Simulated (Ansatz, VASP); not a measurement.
# One calculation of NaH, two programs

Contents of INCAR:

```
ALGO     = Normal         # electronic algorithm
EDIFF    = 1E-6           # SCF threshold, eV
ENCUT    = 520            # plane-wave cutoff, eV
GGA      = PS             # functional
ISIF     = 2              # what is computed and relaxed
ISMEAR   = -1             # smearing method
LASPH    = T              # aspherical terms in the spheres
LCHARG   = F              # write CHGCAR
LREAL    = F              # projectors in reciprocal space
LWAVE    = F              # write WAVECAR
NBANDS   = 11             # bands
NELM     = 60             # most SCF steps
PREC     = Accurate       # precision mode
SIGMA    = 0.03           # smearing width, eV
```

Contents of KPOINTS:

```
k-points
0
Gamma
  9 9 9
```

File POSCAR:

```
NaH
1.0
    0.0000000000      2.4318394039      2.4318394039
    2.4318394039      0.0000000000      2.4318394039
    2.4318394039      2.4318394039      0.0000000000
Na H
1 1
Direct
    0.0000000000      0.0000000000      0.0000000000
    0.5000000000      0.5000000000      0.5000000000
```

Input for Ansatz:

```yaml
crystal:
  lattice:
    - [0.0, 2.4318394039, 2.4318394039]
    - [2.4318394039, 0.0, 2.4318394039]
    - [2.4318394039, 2.4318394039, 0.0]
  atoms:
    - { symbol: Na, position: [0.0, 0.0, 0.0] }
    - { symbol: H, position: [0.5, 0.5, 0.5] }
kpoints:
  mp_grid: { grid: [9, 9, 9] }
  band_path:
    path:
      - [0.0, 0.0, 0.0]
      - [0.5, 0.0, 0.5]
      - [0.625, 0.25, 0.625]
      - [0.375, 0.375, 0.75]
      - [0.0, 0.0, 0.0]
      - [0.5, 0.5, 0.5]
      - [0.5, 0.25, 0.75]
      - [0.5, 0.0, 0.5]
    npoints: 5
scf:
  occupations: { method: fermi_dirac, width: 0.03 }
hamiltonian:
  xc: pbesol
  pseudopotentials: { kind: all_electron, lapw: { basis_error: 0.001 } }
output:
  forces: true
  stress: true
  eigenvalues: true
```

Change from the starting cell: volume scaled by 0.99.

Alike in both runs: task single point; functional PBEsol; k mesh 9 × 9 × 9; occupations fermi-dirac, width 0.03 eV; no spin polarisation.

|  | VASP | Ansatz |
| --- | --- | --- |
| version | VASP 6.6.1 | Ansatz 0.2.0 |
| potentials or method | VASP PAW PBE potentials, release 64 (Na_pv, H), cutoff 520 eV | all-electron LAPW, scalar-relativistic |

```tsv
	VASP	Ansatz	Ansatz less VASP
gap on the k mesh at the Fermi level (eV)	3.84	3.84	+0.002
pressure (GPa)	-1.0	-1.0	+0.02
```

VASP's potentials were made for PBE, not for PBEsol. Ansatz ran all-electron here, and VASP with PAW potentials.
